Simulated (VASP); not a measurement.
# CuO2 (fluorite type) (Fm-3m) in VASP: notebook

Runs on CuO2 (fluorite type). Level: PBE. Tasks: single point.

All numbers are computed with VASP 6.6.1; they aren't measurements. Logs are shortened: lines on timing, memory, paths and dates and some standing lists are left out, and cuts for length are marked.

**1. The cell of the first run**

It takes space group Fm-3m (No. 225, cubic). Conventional cell: a = 4.897 Å, b = 4.897 Å, c = 4.897 Å, α = 90.00°, β = 90.00°, γ = 90.00°. Within 2.8 Å of Cu (site symmetry m-3m) lie 8 O at 2.12 Å. Within 2.8 Å of O (site symmetry -43m) lie 4 Cu at 2.12 Å and 6 O at 2.45 Å.

**2. Single point, PBE**

INCAR

```
SYSTEM = CuO2
PREC = Accurate ; ENCUT = 520
EDIFF = 1E-6 ; ISMEAR = -1
SIGMA = 0.06122561905347299 ; LREAL = .FALSE.
LASPH = .TRUE. ; NELM = 60
ALGO = Normal ; ISIF = 2
LWAVE = .FALSE. ; LCHARG = .FALSE.
GGA = PE ; NBANDS = 18
```

KPOINTS

```
regular mesh
0
G
  13 13 13
  0 0 0
```

POSCAR

```
CuO2
1.0
    0.0000000000      2.4486182715      2.4486182715
    2.4486182715      0.0000000000      2.4486182715
    2.4486182715      2.4486182715      0.0000000000
Cu O
1 2
Direct
    0.0000000000      0.0000000000      0.0000000000
    0.2500000000      0.2500000000      0.2500000000
    0.7500000000      0.7500000000      0.7500000000
```

Potentials or basis: VASP PAW PBE potentials, release 64 (Cu, O).

Command:

```
$ cat potpaw_PBE.64/Cu/POTCAR potpaw_PBE.64/O/POTCAR > POTCAR
$ mpirun -np 1 vasp_std > vasp.out
```

OUTCAR:

```text
SYSTEM = CuO2
   PREC = Accurate
   ENCUT = 520
   EDIFF = 1E-6
   ISMEAR = -1
   LREAL = .FALSE.
   LASPH = .TRUE.
   NELM = 60
   ISIF = 2
   GGA = PE

 ion  position               nearest neighbor table
   1  0.000  0.000  0.000-   3 2.12   3 2.12   3 2.12   2 2.12   3 2.12   2 2.12   2 2.12   2 2.12

   2  0.250  0.250  0.250-   1 2.12   1 2.12   1 2.12   1 2.12
   3  0.750  0.750  0.750-   1 2.12   1 2.12   1 2.12   1 2.12

  LATTYP: Found a face centered cubic cell.
 ALAT       =     4.8972365430

  Lattice vectors:

 A1 = (   0.0000000000,   2.4486182715,   2.4486182715)
 A2 = (   2.4486182715,   0.0000000000,   2.4486182715)
 A3 = (   2.4486182715,   2.4486182715,   0.0000000000)

Analysis of symmetry for initial positions (statically):
=====================================================================
 Subroutine PRICEL returns:
 Original cell was already a primitive cell.

 Routine SETGRP: Setting up the symmetry group for a
 face centered cubic supercell.

 Subroutine GETGRP returns: Found 48 space group operations
 (whereof 48 operations were pure point group operations)
 out of a pool of 48 trial point group operations.

The static configuration has the point symmetry O_h .

Analysis of symmetry for dynamics (positions and initial velocities):
=====================================================================
 Subroutine PRICEL returns:
 Original cell was already a primitive cell.

 Routine SETGRP: Setting up the symmetry group for a
 face centered cubic supercell.

 Subroutine GETGRP returns: Found 48 space group operations
 (whereof 48 operations were pure point group operations)
 out of a pool of 48 trial point group operations.

The dynamic configuration has the point symmetry O_h .

 Subroutine INISYM returns: Found 48 space group operations
 (whereof 48 operations are pure point group operations),
 and found     1 'primitive' translations

----------------------------------------------------------------------------------------

                                     Primitive cell

  volume of cell :      29.3625

  direct lattice vectors                    reciprocal lattice vectors
     0.000000000  2.448618271  2.448618271    -0.204196794  0.204196794  0.204196794
     2.448618271  0.000000000  2.448618271     0.204196794 -0.204196794  0.204196794
     2.448618271  2.448618271  0.000000000     0.204196794  0.204196794 -0.204196794

  length of vectors
     3.462869169  3.462869169  3.462869169     0.353679221  0.353679221  0.353679221

[... 82 lines left out ...]
   EDIFF  = 0.1E-05   stopping-criterion for ELM
   LREAL  =      F    real-space projection
   EDIFFG = 0.1E-04   stopping-criterion for IOM
   NSW    =      0    number of steps for IOM
   IBRION =     -1    ionic relax: 0-MD 1-quasi-New 2-CG
   NFREE  =      0    steps in history (QN), initial steepest desc. (CG)
   ISIF   =      2    stress and relaxation
   ISYM   =      2    0-nonsym 1-usesym 2-fastsym
   POTIM  = 0.5000    time-step for ionic-motion
   TEBEG  =    0.0;   TEEND  =   0.0 temperature during run
   PSTRESS=    0.0 pullay stress
   NELECT =      23.0000    total number of electrons
   NUPDOWN=      -1.0000    fix difference up-down
   EMIN   =  10.00;   EMAX   =-10.00  energy-range for DOS
   EFERMI =   0.00;   METHOD = LEGACY
   ISMEAR =    -1;   SIGMA  =   0.06  broadening in eV -4-tet -1-fermi 0-gaus
   EFERMI_NEDOS =   21; number of points for ismear=-14 and -15
   IALGO  =     38    algorithm
   IMIX   =      4    mixing-type and parameters
     AMIX     =   0.40;   BMIX     =  1.00
     AMIX_MAG =   1.60;   BMIX_MAG =  1.00
  volume/ion in A,a.u.               =       9.79        66.05
  Fermi-wavevector in a.u.,A,eV,Ry     =   1.509106  2.851796 30.985913  2.277400
  Thomas-Fermi vector in A             =   2.619472
   LORBIT       =      0    0 simple, 1 ext, 2 COOP (PROOUT), +10 PAW based schemes
   GGA     = PE    functional components
   LHFCALC =     F    Hartree Fock is set to
   AEXX    =    0.0000 exact exchange contribution
   IVDW    =     0    specifies the selected vdW correction
   LEPSILON=     F    determine dielectric tensor
   LRPA    =     F    only Hartree local field effects (RPA)
 non-spin polarized calculation
  energy-cutoff  :      520.00
  volume of cell :       29.36
 maximum number of plane-waves:       817
 NGX is ok and might be reduce to    28
   NGX = 13   NGY = 13   NGZ = 13

 number of electron      22.9999996 magnetization

 Free energy of the ion-electron system (eV)
  ---------------------------------------------------
  ext. energy  EPLUGINS =         0.00000000
  ---------------------------------------------------
  free energy    TOTEN  =       -12.95799526 eV

  energy without entropy =      -12.85537072  energy(sigma->0) =      -12.90668299

 E-fermi :   3.7088     XC(G=0): -11.6170

 val. band max:        3.7051131642   @ k =   0.1538   0.1538   0.0000
 cond. band min:       3.7092240248   @ k =   0.4615   0.1538   0.0769
 fundamental gap:      0.0041108606
 Fermi energy:         3.7088466519

 k-point     1 :       0.0000    0.0000    0.0000
  band No.  band energies     occupation
      1     -15.6782      2.00000
      2     -12.0540      2.00000
      3      -1.7295      2.00000
      4      -1.7295      2.00000
      5      -1.7295      2.00000
      6       0.9792      2.00000
[... 481 lines left out ...]
      5      -0.9165      2.00000
      6       0.6457      2.00000
[... 10 lines left out ...]
     17      19.0903      0.00000
     18      20.5087      0.00000

 [... further k-points ...]

------------------------ aborting loop because EDIFF is reached ----------------------------------------

  FORCE on cell =-STRESS in cart. coord.  units (eV):
  Direction    XX          YY          ZZ          XY          YZ          ZX
  --------------------------------------------------------------------------------------
  -------------------------------------------------------------------------------------
  Total       -1.1933712     -1.1933712     -1.1933712     -0.0000000     -0.0000000      0.0000000
  in kB      -65.1167770    -65.1167770    -65.1167770     -0.0000000     -0.0000000      0.0000000
  external PRESSURE =     -65.1167770 kB  Pullay stress =       0.0000000 kB

 VOLUME and BASIS-vectors are now :
 -----------------------------------------------------------------------------
  energy-cutoff  :      520.00
  volume of cell :       29.36
      direct lattice vectors                 reciprocal lattice vectors
     0.000000000  2.448618271  2.448618271    -0.204196794  0.204196794  0.204196794
     2.448618271  0.000000000  2.448618271     0.204196794 -0.204196794  0.204196794
     2.448618271  2.448618271  0.000000000     0.204196794  0.204196794 -0.204196794

 POSITION                                       TOTAL-FORCE (eV/Angst)
 -----------------------------------------------------------------------------------
      0.00000      0.00000      0.00000        -0.000000     -0.000000      0.000000
      1.22431      1.22431      1.22431         0.000000      0.000000     -0.000000
      3.67293      3.67293      3.67293        -0.000000     -0.000000      0.000000
 -----------------------------------------------------------------------------------
    total drift:                                0.000000      0.000000      0.000000

  FREE ENERGIE OF THE ION-ELECTRON SYSTEM (eV)
  ---------------------------------------------------
  free  energy   TOTEN  =       -12.9579952566 eV

  energy  without entropy=      -12.8553707190  energy(sigma->0) =      -12.90668299
```

Run time: 56 s. Hardware: 1 thread of AMD EPYC 7R13 (Zen 3), shared host; peak memory 0.15 GiB.

Results:

| Item | Value |
| --- | --- |
| Free energy | -12.9580 eV |
| Pressure | -6.5 GPa |
| Band gap on the k mesh | zero (an odd number of electrons rules out a gap without spin polarisation) |

Caveat: the cell stands under tension; an odd number of electrons without spin polarisation forces a metal; a magnetic or distorted state may lie lower; semilocal functionals often make such compounds metallic where correlation or magnetic order opens a gap, which also shifts bond lengths. With open d or f shells a metallic result of PBE can be an artefact of self-interaction; +U or a hybrid may open a gap.

**3. Single point, PBE**

INCAR

```
  ALGO = Normal
  EDIFF = 1E-6
  ENCUT = 520
  GGA = PE
  ISIF = 2
  ISMEAR = -1
  LASPH = True
  LCHARG = False
  LREAL = False
  LWAVE = False
  NBANDS = 18
  NELM = 60
  PREC = Accurate
  SIGMA = 0.06122561905347299
```

KPOINTS

```
k-points
0
Gamma
  13 13 13
```

POSCAR is that of step 2.

Potentials or basis: VASP PAW PBE potentials, release 64 (Cu, O).

Command:

```
$ cat potpaw_PBE.64/Cu/POTCAR potpaw_PBE.64/O/POTCAR > POTCAR
$ mpirun -np 1 vasp_std > vasp.out
```

Wall time 54 s (1 thread of AMD EPYC 7R13 (Zen 3), shared host); peak memory 0.15 GiB.

It converged, with:

```
Free energy            : -12.9580 eV
Pressure               : -6.5 GPa
Band gap on the k mesh : zero (an odd number of electrons rules out a gap without spin polarisation)
```

Levels at points of the mesh, in eV from the Fermi level:
| k point | band 9 | band 10 | band 11 | band 12 | band 13 | band 14 |
| --- | --- | --- | --- | --- | --- | --- |
| (0.00, 0.00, 0.00) | -0.95 | -0.95 | -0.09 | -0.09 | -0.09 | 5.45 |

Caveat: the cell stands under tension; an odd number of electrons without spin polarisation forces a metal; a magnetic or distorted state may lie lower; semilocal functionals often make such compounds metallic where correlation or magnetic order opens a gap, which also shifts bond lengths. With open d or f shells a metallic result of PBE can be an artefact of self-interaction; +U or a hybrid may open a gap.

**4. Single point, PBE**

This run uses another cell than the first one, of 9.98 Å³/atom.

INCAR

```
SYSTEM = CuO2
PREC = Accurate ; ENCUT = 520
EDIFF = 1E-6 ; ISMEAR = -1
SIGMA = 0.06122561905347299 ; LREAL = .FALSE.
LASPH = .TRUE. ; NELM = 60
ALGO = Normal ; ISIF = 2
LWAVE = .FALSE. ; LCHARG = .FALSE.
GGA = PE ; NBANDS = 18
```

KPOINTS

```
regular mesh
0
G
  13 13 13
  0 0 0
```

POSCAR

```
CuO2
1.0
    0.0000000000      2.4642149867      2.4642149867
    2.4642149867      0.0000000000      2.4642149867
    2.4642149867      2.4642149867      0.0000000000
Cu O
1 2
Direct
    0.0000000000      0.0000000000      0.0000000000
    0.2500000000      0.2500000000      0.2500000000
    0.7500000000      0.7500000000      0.7500000000
```

Command:

```
$ cat potpaw_PBE.64/Cu/POTCAR potpaw_PBE.64/O/POTCAR > POTCAR
$ mpirun -np 1 vasp_std > vasp.out
```

Run time: 56 s. Hardware: 1 thread of AMD EPYC 7R13 (Zen 3), shared host; peak memory 0.15 GiB.

The run converged. Its results:

```
Free energy            : -12.9346 eV
Pressure               : -8.3 GPa
Band gap on the k mesh : zero (an odd number of electrons rules out a gap without spin polarisation)
```

Levels at points of the mesh, in eV from the Fermi level:
| k point | band 9 | band 10 | band 11 | band 12 | band 13 | band 14 |
| --- | --- | --- | --- | --- | --- | --- |
| (0.00, 0.00, 0.00) | -0.92 | -0.92 | -0.09 | -0.09 | -0.09 | 5.31 |

Caveat: the cell stands under tension; an odd number of electrons without spin polarisation forces a metal; a magnetic or distorted state may lie lower; semilocal functionals often make such compounds metallic where correlation or magnetic order opens a gap, which also shifts bond lengths. With open d or f shells a metallic result of PBE can be an artefact of self-interaction; +U or a hybrid may open a gap.
